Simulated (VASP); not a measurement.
# P (P6_3/mmc) in VASP: a series of runs

The runs below take P through single point, with LDA.

Program: VASP 6.6.1. These are calculated values, not measurements. Logs are shortened: lines on timing, memory, paths and dates and some standing lists are left out, and cuts for length are marked.

## (1) The cell of the first run

It takes space group P6_3/mmc (No. 194, hexagonal). Conventional cell: a = 2.490 Å, b = 2.490 Å, c = 9.185 Å, α = 90.00°, β = 90.00°, γ = 120.00°. Within 3.3 Å of P (site symmetry -3m) lie 12 P at 2.49 to 2.71 Å. P (site symmetry -6m2) has 12 P at 2.49 to 2.71 Å within 3.3 Å.

This isn't the form of P at room conditions, which is orthorhombic.

## (2) Single point, LDA (12.33 Å³/atom)

INCAR

```
SYSTEM = P
PREC = Accurate ; ENCUT = 520
EDIFF = 1E-6 ; ISMEAR = -1
SIGMA = 0.1 ; LREAL = .False.
LASPH = .True. ; NELM = 100
ALGO = Normal ; ISIF = 2
LWAVE = .False. ; LCHARG = .False.
GGA = CA ; NBANDS = 18
```

KPOINTS

```
regular mesh
0
Gamma
  18 18 5
  0 0 0
```

POSCAR

```
P
1.0
    2.4896029648      0.0000000000      0.0000000000
   -1.2448014824      2.1560594128      0.0000000000
    0.0000000000      0.0000000000      9.1850930736
P
4
Direct
    0.0000000000      1.0000000000      1.0000000000
    0.0000000000      1.0000000000      0.5000000000
    0.3333333333      0.6666666667      0.2500000000
    0.6666666667      0.3333333333      0.7500000000
```

Potentials or basis: VASP PAW LDA potentials, release 64 (P).

Launch:

```
$ cat potpaw_LDA.64/P/POTCAR > POTCAR
$ mpirun -np 1 vasp_std > vasp.out
```

OUTCAR:

```text
SYSTEM = P
   PREC = Accurate
   ENCUT = 520
   EDIFF = 1E-6
   ISMEAR = -1
   LREAL = .False.
   LASPH = .True.
   NELM = 100
   ISIF = 2
   GGA = CA

 ion  position               nearest neighbor table
   1  0.000  0.000  0.000-   3 2.71   4 2.71   3 2.71   4 2.71   4 2.71   3 2.71
   2  0.000  0.000  0.500-   3 2.71   4 2.71   3 2.71   4 2.71   4 2.71   3 2.71
   3  0.333  0.667  0.250-   1 2.71   2 2.71   1 2.71   2 2.71   1 2.71   2 2.71
   4  0.667  0.333  0.750-   1 2.71   2 2.71   1 2.71   2 2.71   1 2.71   2 2.71

  LATTYP: Found a hexagonal cell.
 ALAT       =     2.4896029648
 C/A-ratio  =     3.6893806777

  Lattice vectors:

 A1 = (   2.4896029648,   0.0000000000,   0.0000000000)
 A2 = (  -1.2448014824,   2.1560594128,   0.0000000000)
 A3 = (   0.0000000000,   0.0000000000,   9.1850930736)

Analysis of symmetry for initial positions (statically):
=====================================================================
 Subroutine PRICEL returns:
 Original cell was already a primitive cell.

 Routine SETGRP: Setting up the symmetry group for a
 hexagonal supercell.

 Subroutine GETGRP returns: Found 24 space group operations
 (whereof 12 operations were pure point group operations)
 out of a pool of 24 trial point group operations.

The static configuration has the point symmetry D_3d.
 The point group associated with its full space group is D_6h.

Analysis of symmetry for dynamics (positions and initial velocities):
=====================================================================
 Subroutine PRICEL returns:
 Original cell was already a primitive cell.

 Routine SETGRP: Setting up the symmetry group for a
 hexagonal supercell.

 Subroutine GETGRP returns: Found 24 space group operations
 (whereof 12 operations were pure point group operations)
 out of a pool of 24 trial point group operations.

The dynamic configuration has the point symmetry D_3d.
 The point group associated with its full space group is D_6h.

 Subroutine INISYM returns: Found 24 space group operations
 (whereof 12 operations are pure point group operations),
 and found     1 'primitive' translations

----------------------------------------------------------------------------------------

                                     Primitive cell

  volume of cell :      49.3031

  direct lattice vectors                    reciprocal lattice vectors
     2.489602965  0.000000000  0.000000000     0.401670473  0.231904556  0.000000000
    -1.244801482  2.156059413  0.000000000     0.000000000  0.463809111  0.000000000
     0.000000000  0.000000000  9.185093074     0.000000000  0.000000000  0.108872060

  length of vectors
     2.489602965  2.489602965  9.185093074     0.463809111  0.463809111  0.108872060

  position of ions in fractional coordinates (direct lattice)
     0.000000000  0.000000000  0.000000000
     0.000000000  0.000000000  0.500000000
     0.333333333  0.666666667  0.250000000
     0.666666667  0.333333333  0.750000000

  ion indices of the primitive-cell ions
   primitive index   ion index
                 1           1
                 2           2
                 3           3
                 4           4

----------------------------------------------------------------------------------------

 KPOINTS: regular mesh

Automatic generation of k-mesh.
 Grid dimensions read from file:
 generate k-points for:   18   18    5

 Generating k-lattice:

  Cartesian coordinates                     Fractional coordinates (reciprocal lattice)
     0.022315026  0.012883586  0.000000000     0.055555556 -0.000000000  0.000000000
     0.000000000  0.025767173  0.000000000     0.000000000  0.055555556  0.000000000
     0.000000000  0.000000000  0.021774412     0.000000000  0.000000000  0.200000000

  Length of vectors
     0.025767173  0.025767173  0.021774412

  Shift w.r.t. Gamma in fractional coordinates (k-lattice)
     0.000000000  0.000000000  0.000000000

 Subroutine IBZKPT returns following result:
 ===========================================

 Found    111 irreducible k-points:

 Following reciprocal coordinates:
            Coordinates               Weight
  0.000000  0.000000  0.000000      1.000000
  0.055556  0.000000  0.000000      6.000000
  0.111111  0.000000  0.000000      6.000000
  0.166667  0.000000  0.000000      6.000000
  0.222222  0.000000  0.000000      6.000000
  0.277778  0.000000  0.000000      6.000000
[... 16 lines left out ...]
  0.333333  0.111111  0.000000     12.000000
  0.388889  0.111111  0.000000     12.000000
 [... further k-points ...]
   k-points           NKPTS =    111   k-points in BZ     NKDIM =    111   number of bands    NBANDS=     18
   number of dos      NEDOS =    301   number of ions     NIONS =      4
   total plane-waves  NPLWV =  28000
   dimension x,y,z NGX =    20 NGY =   20 NGZ =   70
   dimension x,y,z NGXF=    40 NGYF=   40 NGZF=  140
   ions per type =               4
   NGX,Y,Z   is equivalent  to a cutoff of  13.36, 13.36, 12.67 a.u.
   NGXF,Y,Z  is equivalent  to a cutoff of  26.71, 26.71, 25.34 a.u.
 SYSTEM =  P
   PREC   = accura    normal or accurate (medium, high low for compatibility)
   ISTART =      0    job   : 0-new  1-cont  2-samecut
   ICHARG =      2    charge: 1-file 2-atom 10-const
   ISPIN  =      1    spin polarized calculation?
   LNONCOLLINEAR =      F non collinear calculations
   LSORBIT =      F    spin-orbit coupling
   LASPH  =      T    aspherical Exc in radial PAW
   ENCUT  =  520.0 eV  38.22 Ry    6.18 a.u.   4.63  4.63 17.08*2*pi/ulx,y,z
   NELM   =    100;   NELMIN=  2; NELMDL= -5     # of ELM steps
   EDIFF  = 0.1E-05   stopping-criterion for ELM
   LREAL  =      F    real-space projection
   EDIFFG = 0.1E-04   stopping-criterion for IOM
   NSW    =      0    number of steps for IOM
   IBRION =     -1    ionic relax: 0-MD 1-quasi-New 2-CG
   NFREE  =      0    steps in history (QN), initial steepest desc. (CG)
   ISIF   =      2    stress and relaxation
   ISYM   =      2    0-nonsym 1-usesym 2-fastsym
   POTIM  = 0.5000    time-step for ionic-motion
   TEBEG  =    0.0;   TEEND  =   0.0 temperature during run
   PSTRESS=    0.0 pullay stress
   NELECT =      20.0000    total number of electrons
   NUPDOWN=      -1.0000    fix difference up-down
   EMIN   =  10.00;   EMAX   =-10.00  energy-range for DOS
   EFERMI =   0.00;   METHOD = LEGACY
   ISMEAR =    -1;   SIGMA  =   0.10  broadening in eV -4-tet -1-fermi 0-gaus
   EFERMI_NEDOS =   21; number of points for ismear=-14 and -15
   IALGO  =     38    algorithm
   IMIX   =      4    mixing-type and parameters
     AMIX     =   0.40;   BMIX     =  1.00
     AMIX_MAG =   1.60;   BMIX_MAG =  1.00
  volume/ion in A,a.u.               =      12.33        83.18
  Fermi-wavevector in a.u.,A,eV,Ry     =   1.211881  2.290123 19.982278  1.468656
  Thomas-Fermi vector in A             =   2.347383
   LORBIT       =      0    0 simple, 1 ext, 2 COOP (PROOUT), +10 PAW based schemes
   GGA     = CA    functional components
   LHFCALC =     F    Hartree Fock is set to
   AEXX    =    0.0000 exact exchange contribution
   IVDW    =     0    specifies the selected vdW correction
   LEPSILON=     F    determine dielectric tensor
   LRPA    =     F    only Hartree local field effects (RPA)
 non-spin polarized calculation
  energy-cutoff  :      520.00
  volume of cell :       49.30
 maximum number of plane-waves:      1344
 NGX is ok and might be reduce to    20
   NGX =  9   NGY =  9   NGZ = 35

 number of electron      20.0000002 magnetization

 Free energy of the ion-electron system (eV)
  ---------------------------------------------------
  ext. energy  EPLUGINS =         0.00000000
  ---------------------------------------------------
  free energy    TOTEN  =       -21.08310658 eV

  energy without entropy =      -21.02179828  energy(sigma->0) =      -21.05245243

 E-fermi :  12.2216     XC(G=0): -12.2533

 val. band max:       12.2196054716   @ k =   0.2222   0.0556   0.0000
 cond. band min:      12.2271405380   @ k =   0.2778   0.2222   0.2000
 fundamental gap:      0.0075350665
 Fermi energy:        12.2215697698

 k-point     1 :       0.0000    0.0000    0.0000
  band No.  band energies     occupation
      1      -5.8977      2.00000
      2      -4.2807      2.00000
      3      -4.2757      2.00000
      4      -0.6980      2.00000
      5       2.5046      2.00000
      6       9.0924      2.00000
[... 10 lines left out ...]
     17      21.7214      0.00000
     18      24.4994      0.00000

 k-point     2 :       0.0556    0.0000    0.0000
  band No.  band energies     occupation
      1      -5.8032      2.00000
      2      -4.1868      2.00000
      3      -4.1817      2.00000
      4      -0.6052      2.00000
      5       2.5950      2.00000
      6       9.1770      2.00000
[... 10 lines left out ...]
     17      21.9510      0.00000
     18      24.0537      0.00000

 k-point     3 :       0.1111    0.0000    0.0000
  band No.  band energies     occupation
      1      -5.5199      2.00000
      2      -3.9052      2.00000
      3      -3.9002      2.00000
      4      -0.3273      2.00000
      5       2.8656      2.00000
      6       9.4294      2.00000
[... 10 lines left out ...]
     17      21.9657      0.00000
     18      22.8322      0.00000

 k-point     4 :       0.1667    0.0000    0.0000
  band No.  band energies     occupation
      1      -5.0487      2.00000
      2      -3.4370      2.00000
      3      -3.4321      2.00000
      4       0.1347      2.00000
      5       3.3157      2.00000
      6       9.8430      2.00000
[... 10 lines left out ...]
     17      21.3059      0.00000
     18      21.9526      0.00000

 k-point     5 :       0.2222    0.0000    0.0000
  band No.  band energies     occupation
      1      -4.3907      2.00000
      2      -2.7834      2.00000
      3      -2.7786      2.00000
      4       0.7785      2.00000
      5       3.9429      2.00000
      6      10.3841      2.00000
[... 10 lines left out ...]
     17      20.3068      0.00000
     18      21.3364      0.00000

 k-point     6 :       0.2778    0.0000    0.0000
  band No.  band energies     occupation
      1      -3.5482      2.00000
      2      -1.9466      2.00000
      3      -1.9423      2.00000
      4       1.6012      2.00000
      5       4.7422      2.00000
      6       9.5229      2.00000
[... 10 lines left out ...]
     17      19.4710      0.00000
     18      20.7142      0.00000

 k-point     7 :       0.3333    0.0000    0.0000
  band No.  band energies     occupation
      1      -2.5240      2.00000
      2      -0.9299      2.00000
      3      -0.9267      2.00000
      4       2.5973      2.00000
      5       5.6951      2.00000
      6       7.3650      2.00000
[... 10 lines left out ...]
     17      18.8675      0.00000
     18      20.1658      0.00000

 k-point     8 :       0.3889   -0.0000    0.0000
  band No.  band energies     occupation
      1      -1.3231      2.00000
      2       0.2603      2.00000
      3       0.2612      2.00000
      4       3.7455      2.00000
      5       5.3572      2.00000
      6       6.4434      2.00000
[... 10 lines left out ...]
     17      18.5022      0.00000
     18      19.3818      0.00000
[... 229 lines left out ...]
     17      22.7660      0.00000
     18      24.0132      0.00000

 k-point    20 :       0.1667    0.1111    0.0000
  band No.  band energies     occupation
      1      -4.1094      2.00000
      2      -2.5039      2.00000
      3      -2.4993      2.00000
      4       1.0535      2.00000
      5       4.2109      2.00000
      6      10.6243      2.00000
[... 10 lines left out ...]
     17      22.1526      0.00000
     18      23.0329      0.00000

 k-point    21 :       0.2222    0.1111    0.0000
  band No.  band energies     occupation
      1      -3.2680      2.00000
      2      -1.6684      2.00000
      3      -1.6642      2.00000
      4       1.8744      2.00000
      5       5.0083      2.00000
      6       9.7662      2.00000
[... 10 lines left out ...]
     17      20.7842      0.00000
     18      22.5789      0.00000

 k-point    22 :       0.2778    0.1111    0.0000
  band No.  band energies     occupation
      1      -2.2453      2.00000
      2      -0.6533      2.00000
      3      -0.6502      2.00000
      4       2.8681      2.00000
      5       5.9589      2.00000
      6       7.6197      2.00000
[... 10 lines left out ...]
     17      19.9552      0.00000
     18      21.7347      0.00000

 k-point    23 :       0.3333    0.1111    0.0000
  band No.  band energies     occupation
      1      -1.0460      2.00000
      2       0.5349      2.00000
      3       0.5361      2.00000
      4       4.0131      2.00000
      5       5.6199      2.00000
      6       6.7100      2.00000
[... 10 lines left out ...]
     17      19.2063      0.00000
     18      20.4514      0.00000

 k-point    24 :       0.3889    0.1111    0.0000
  band No.  band energies     occupation
      1       0.3174      2.00000
      2       1.8492      2.00000
      3       1.8837      2.00000
      4       3.7303      2.00000
      5       5.1533      2.00000
      6       5.2005      2.00000
[... 10 lines left out ...]
     17      18.3466      0.00000
     18      19.2206      0.00000

 [... further k-points ...]
[... 5 lines left out ...]
  --------------------------------------------------------------------------------------
  -------------------------------------------------------------------------------------
  Total        5.4331721      5.4331721      4.3488476      0.0000000      0.0000000      0.0000000
  in kB      176.5589213    176.5589213    141.3222014      0.0000000      0.0000000      0.0000000
  external PRESSURE =     164.8133480 kB  Pullay stress =       0.0000000 kB

 VOLUME and BASIS-vectors are now :
 -----------------------------------------------------------------------------
  energy-cutoff  :      520.00
  volume of cell :       49.30
      direct lattice vectors                 reciprocal lattice vectors
     2.489602965  0.000000000  0.000000000     0.401670473  0.231904556  0.000000000
    -1.244801482  2.156059413  0.000000000     0.000000000  0.463809111  0.000000000
     0.000000000  0.000000000  9.185093074     0.000000000  0.000000000  0.108872060

 POSITION                                       TOTAL-FORCE (eV/Angst)
 -----------------------------------------------------------------------------------
      0.00000      0.00000      0.00000         0.000000      0.000000     -0.000000
      0.00000      0.00000      4.59255         0.000000      0.000000     -0.000000
     -0.00000      1.43737      2.29627         0.000000     -0.000000      0.000000
      1.24480      0.71869      6.88882        -0.000000      0.000000      0.000000
 -----------------------------------------------------------------------------------
    total drift:                                0.000000      0.000000      0.000000

  FREE ENERGIE OF THE ION-ELECTRON SYSTEM (eV)
  ---------------------------------------------------
  free  energy   TOTEN  =       -21.0831065757 eV

  energy  without entropy=      -21.0217982830  energy(sigma->0) =      -21.05245243
```

Wall time 27 s (1 thread of Intel Xeon 6975P-C (Granite Rapids), shared host); peak memory 0.18 GiB.

Results:

```
Free energy            : -21.0831 eV
Pressure               : 16.5 GPa
Band gap on the k mesh : zero (bands 10 and 11 overlap by 12.15 eV)
```

Stress tensor (GPa, compression positive):
```
17.66  0.00  0.00
 0.00 17.66  0.00
 0.00  0.00 14.13
```

Caveat: the cell stands under pressure.

(Part 1 of 2 ends here.)
